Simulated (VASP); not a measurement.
# CoO (Fm-3m) in VASP: a series of runs, part 2 of 2

VASP 6.6.1. Earlier steps stand in the parts before.

## 4. Single point, LDA, collinear spin, ferromagnetic start

This run uses another cell than the first one, of 10.27 Å³/atom.

INCAR

```
ALGO = Normal
EDIFF = 1E-6
ENCUT = 1340
GGA = CA
GGA_COMPAT = F
ISIF = 2
ISMEAR = -1
ISPIN = 2
LASPH = T
LCHARG = F
LMAXMIX = 4
LORBIT = 11
LREAL = F
LWAVE = F
MAGMOM = 2 0
NBANDS = 22
NELM = 200
PREC = Accurate
SIGMA = 0.05
```

KPOINTS

```
k-points
0
Gamma
  11 11 11
```

POSCAR

```
CoO
1.0
    0.0000000000      2.1733047310      2.1733047310
    2.1733047310      0.0000000000      2.1733047310
    2.1733047310      2.1733047310      0.0000000000
Co O
1 1
Direct
    0.0000000000      0.0000000000      0.0000000000
    0.5000000000      0.5000000000      0.5000000000
```

Potentials or basis: VASP PAW LDA potentials, release 64 (Co_sv, O_h).

Launch:

```
> cat potpaw_LDA.64/Co_sv/POTCAR potpaw_LDA.64/O_h/POTCAR > POTCAR
> mpirun -np 1 vasp_std > vasp.out
```

OUTCAR:

```text
EDIFF = 1E-6
   ENCUT = 1340
   GGA = CA
   ISIF = 2
   ISMEAR = -1
   ISPIN = 2
   LASPH = T
   LORBIT = 11
   LREAL = F
   NELM = 200
   PREC = Accurate

 ion  position               nearest neighbor table
   1  0.000  0.000  0.000-
   2  0.500  0.500  0.500-

  LATTYP: Found a face centered cubic cell.
 ALAT       =     4.3466094620

  Lattice vectors:

 A1 = (   0.0000000000,   2.1733047310,   2.1733047310)
 A2 = (   2.1733047310,   0.0000000000,   2.1733047310)
 A3 = (   2.1733047310,   2.1733047310,   0.0000000000)

Analysis of symmetry for initial positions (statically):
=====================================================================
 Subroutine PRICEL returns:
 Original cell was already a primitive cell.

 Routine SETGRP: Setting up the symmetry group for a
 face centered cubic supercell.

 Subroutine GETGRP returns: Found 48 space group operations
 (whereof 48 operations were pure point group operations)
 out of a pool of 48 trial point group operations.

The static configuration has the point symmetry O_h .

Analysis of symmetry for dynamics (positions and initial velocities):
=====================================================================
 Subroutine PRICEL returns:
 Original cell was already a primitive cell.

 Routine SETGRP: Setting up the symmetry group for a
 face centered cubic supercell.

 Subroutine GETGRP returns: Found 48 space group operations
 (whereof 48 operations were pure point group operations)
 out of a pool of 48 trial point group operations.

The dynamic configuration has the point symmetry O_h .

Analysis of structural, dynamic, and magnetic symmetry:
=====================================================================
 Subroutine PRICEL returns:
 Original cell was already a primitive cell.

 Routine SETGRP: Setting up the symmetry group for a
 face centered cubic supercell.

 Subroutine GETGRP returns: Found 48 space group operations
 (whereof 48 operations were pure point group operations)
 out of a pool of 48 trial point group operations.

The overall configuration has the point symmetry O_h .

 Subroutine INISYM returns: Found 48 space group operations
 (whereof 48 operations are pure point group operations),
 and found     1 'primitive' translations

----------------------------------------------------------------------------------------

                                     Primitive cell

  volume of cell :      20.5301

  direct lattice vectors                    reciprocal lattice vectors
     0.000000000  2.173304731  2.173304731    -0.230064377  0.230064377  0.230064377
     2.173304731  0.000000000  2.173304731     0.230064377 -0.230064377  0.230064377
     2.173304731  2.173304731  0.000000000     0.230064377  0.230064377 -0.230064377

  length of vectors
     3.073517026  3.073517026  3.073517026     0.398483191  0.398483191  0.398483191

  position of ions in fractional coordinates (direct lattice)
     0.000000000  0.000000000  0.000000000
     0.500000000  0.500000000  0.500000000

  ion indices of the primitive-cell ions
   primitive index   ion index
                 1           1
                 2           2
[... 61 lines left out ...]
   NGXF,Y,Z  is equivalent  to a cutoff of  43.27, 43.27, 43.27 a.u.
 SYSTEM =  unknown system
   PREC   = accura    normal or accurate (medium, high low for compatibility)
   ISTART =      0    job   : 0-new  1-cont  2-samecut
   ICHARG =      2    charge: 1-file 2-atom 10-const
   ISPIN  =      2    spin polarized calculation?
   LNONCOLLINEAR =      F non collinear calculations
   LSORBIT =      F    spin-orbit coupling
   LASPH  =      T    aspherical Exc in radial PAW
   ENCUT  = 1340.0 eV  98.49 Ry    9.92 a.u.   9.17  9.17  9.17*2*pi/ulx,y,z
   NELM   =    200;   NELMIN=  2; NELMDL= -5     # of ELM steps
   EDIFF  = 0.1E-05   stopping-criterion for ELM
   LREAL  =      F    real-space projection
   EDIFFG = 0.1E-04   stopping-criterion for IOM
   NSW    =      0    number of steps for IOM
   IBRION =     -1    ionic relax: 0-MD 1-quasi-New 2-CG
   NFREE  =      0    steps in history (QN), initial steepest desc. (CG)
   ISIF   =      2    stress and relaxation
   ISYM   =      2    0-nonsym 1-usesym 2-fastsym
   POTIM  = 0.5000    time-step for ionic-motion
   TEBEG  =    0.0;   TEEND  =   0.0 temperature during run
   PSTRESS=    0.0 pullay stress
   NELECT =      23.0000    total number of electrons
   NUPDOWN=      -1.0000    fix difference up-down
   EMIN   =  10.00;   EMAX   =-10.00  energy-range for DOS
   EFERMI =   0.00;   METHOD = LEGACY
   ISMEAR =    -1;   SIGMA  =   0.05  broadening in eV -4-tet -1-fermi 0-gaus
   EFERMI_NEDOS =   21; number of points for ismear=-14 and -15
   IALGO  =     38    algorithm
   IMIX   =      4    mixing-type and parameters
     AMIX     =   0.40;   BMIX     =  1.00
     AMIX_MAG =   1.60;   BMIX_MAG =  1.00
  volume/ion in A,a.u.               =      10.27        69.27
  Fermi-wavevector in a.u.,A,eV,Ry     =   1.700279  3.213061 39.333738  2.890948
  Thomas-Fermi vector in A             =   2.780443
   LORBIT       =     11    0 simple, 1 ext, 2 COOP (PROOUT), +10 PAW based schemes
   GGA     = CA    functional components
   LHFCALC =     F    Hartree Fock is set to
   AEXX    =    0.0000 exact exchange contribution
   IVDW    =     0    specifies the selected vdW correction
   LEPSILON=     F    determine dielectric tensor
   LRPA    =     F    only Hartree local field effects (RPA)
 spin polarized calculation
  energy-cutoff  :     1340.00
  volume of cell :       20.53
 maximum number of plane-waves:      2299
 NGX is ok and might be reduce to    40
   NGX = 19   NGY = 19   NGZ = 19

 number of electron      22.9999997 magnetization       2.9417514

 Free energy of the ion-electron system (eV)
  ---------------------------------------------------
  ext. energy  EPLUGINS =         0.00000000
  ---------------------------------------------------
  free energy    TOTEN  =       -14.54143184 eV

  energy without entropy =      -14.50622096  energy(sigma->0) =      -14.52382640

 E-fermi :   8.0808     XC(G=0): -12.8618

 val. band max:        8.0808312557   @ k =   0.3636   0.2727   0.0000
 cond. band min:       8.0882581203   @ k =   0.4545   0.2727   0.0909
 fundamental gap:      0.0074268646
 Fermi energy:         8.0808468676

 spin component 1

 k-point     1 :       0.0000    0.0000    0.0000
  band No.  band energies     occupation
      1     -87.6270      1.00000
      2     -51.4375      1.00000
      3     -51.4375      1.00000
      4     -51.4375      1.00000
      5     -11.4864      1.00000
      6       5.0032      1.00000
[... 589 lines left out ...]
     21      34.5504      0.00000
     22      36.3775      0.00000

 [... further k-points ...]

 spin component 2

 k-point     1 :       0.0000    0.0000    0.0000
  band No.  band energies     occupation
      1     -84.8257      1.00000
      2     -48.7212      1.00000
      3     -48.7212      1.00000
      4     -48.7212      1.00000
      5     -10.9484      1.00000
      6       5.6020      1.00000
[... 589 lines left out ...]
     21      35.1240      0.00000
     22      36.9102      0.00000

 [... further k-points ...]

------------------------ aborting loop because EDIFF is reached ----------------------------------------

  FORCE on cell =-STRESS in cart. coord.  units (eV):
  Direction    XX          YY          ZZ          XY          YZ          ZX
  --------------------------------------------------------------------------------------
  -------------------------------------------------------------------------------------
  Total       -3.4212371     -3.4212371     -3.4212371     -0.0000000      0.0000000     -0.0000000
  in kB     -266.9942310   -266.9942310   -266.9942310     -0.0000000      0.0000000     -0.0000000
  external PRESSURE =    -266.9942310 kB  Pullay stress =       0.0000000 kB

 VOLUME and BASIS-vectors are now :
 -----------------------------------------------------------------------------
  energy-cutoff  :     1340.00
  volume of cell :       20.53
      direct lattice vectors                 reciprocal lattice vectors
     0.000000000  2.173304731  2.173304731    -0.230064377  0.230064377  0.230064377
     2.173304731  0.000000000  2.173304731     0.230064377 -0.230064377  0.230064377
     2.173304731  2.173304731  0.000000000     0.230064377  0.230064377 -0.230064377

 POSITION                                       TOTAL-FORCE (eV/Angst)
 -----------------------------------------------------------------------------------
      0.00000      0.00000      0.00000         0.000000     -0.000000      0.000000
      2.17330      2.17330      2.17330        -0.000000      0.000000     -0.000000
 -----------------------------------------------------------------------------------
    total drift:                                0.000000     -0.000000     -0.000000

  FREE ENERGIE OF THE ION-ELECTRON SYSTEM (eV)
  ---------------------------------------------------
  free  energy   TOTEN  =       -14.5414318428 eV

  energy  without entropy=      -14.5062209611  energy(sigma->0) =      -14.52382640

 total charge

# of ion       s       p       d       tot
------------------------------------------
    1        2.137   6.051   6.669  14.857
    2        1.032   2.267   0.000   3.299
--------------------------------------------------
tot          3.169   8.318   6.669  18.156

 magnetization (x)

# of ion       s       p       d       tot
------------------------------------------
    1        0.012   0.008   2.469   2.489
    2        0.025   0.227   0.000   0.252
--------------------------------------------------
tot          0.037   0.235   2.469   2.741
```

OSZICAR:

```text
N       E                     dE             d eps       ncg     rms          rms(c)
DAV:   1     0.389614644436E+03    0.38961E+03   -0.19846E+04  5866   0.461E+03
DAV:   2     0.123632204563E+02   -0.37725E+03   -0.35536E+03  7486   0.101E+03
DAV:   3    -0.167463633380E+02   -0.29110E+02   -0.27952E+02  7138   0.216E+02
DAV:   4    -0.171895160217E+02   -0.44315E+00   -0.44213E+00  6642   0.228E+01
DAV:   5    -0.171984828324E+02   -0.89668E-02   -0.89652E-02  5976   0.348E+00    0.168E+01
DAV:   6    -0.165130919770E+02    0.68539E+00   -0.21475E+01  8358   0.974E+01    0.296E+01
DAV:   7    -0.146693619425E+02    0.18437E+01   -0.11352E+01  6876   0.721E+01    0.776E+00
DAV:   8    -0.145699174449E+02    0.99444E-01   -0.52517E-01  7444   0.906E+00    0.409E+00
DAV:   9    -0.145672713278E+02    0.26461E-02   -0.22039E-01  9034   0.692E+00    0.331E+00
DAV:  10    -0.145453457565E+02    0.21926E-01   -0.54067E-02  8118   0.430E+00    0.944E-01
DAV:  11    -0.145415658137E+02    0.37799E-02   -0.24298E-02  8824   0.268E+00    0.373E-01
DAV:  12    -0.145414533351E+02    0.11248E-03   -0.26711E-03  6624   0.575E-01    0.107E-01
DAV:  13    -0.145414276424E+02    0.25693E-04   -0.35550E-04  6324   0.145E-01    0.482E-02
DAV:  14    -0.145414326526E+02   -0.50103E-05   -0.20555E-05  6514   0.626E-02    0.317E-02
DAV:  15    -0.145414318428E+02    0.80979E-06   -0.64771E-06  6214   0.591E-02
   1 F= -.14541432E+02 E0= -.14523826E+02  d E =-.352109E-01  mag=     2.9418
```

Run time: 3.9 min. Hardware: 1 thread of Intel Xeon Platinum 8259CL at 2.50GHz (Skylake/Cascade Lake), shared host; peak memory 0.31 GiB.

Results:

```
Free energy                                           : -14.5414 eV
Pressure                                              : -26.7 GPa
Net moment                                            : 2.94 μB per cell
Site moments                                          : Co +2.49; O +0.25 μB
Valence electrons inside the program's atomic spheres : Co 14.86; O 3.30
```

Caveat: the cell stands under tension; a cell with one magnetic atom can't hold antiferromagnetic order, which such compounds often take; semilocal functionals often make such compounds metallic where correlation or magnetic order opens a gap, which also shifts bond lengths.

## 5. Overview

```csv
level,potentials or basis,cell,cutoff (eV),gap on the mesh (eV),pressure (GPa),moment (μB)
PBE,"VASP PAW PBE potentials, release 64 (Co_sv, O)","a = 3.054 Å, angles 60.0°, 2 atoms",700,none,-8.9,2.98
PBE,"VASP PAW PBE potentials, release 64 (Co_sv, O_h)","a = 3.014 Å, angles 60.0°, 2 atoms",1340,none,-2.9,2.92
LDA,"VASP PAW LDA potentials, release 64 (Co_sv, O_h)","a = 3.074 Å, angles 60.0°, 2 atoms",1340,none,-26.7,2.94
```

Alike in all rows: task single point; spin collinear, ferromagnetic start; k mesh 11 × 11 × 11; smearing fermi-dirac 0.05 eV.

Caveats: a cell with one magnetic atom can't hold antiferromagnetic order, which such compounds often take; semilocal functionals often make such compounds metallic where correlation or magnetic order opens a gap, which also shifts bond lengths; the cell stands under tension (at least some runs).

Absolute energies hang on the potentials; compare differences alone.
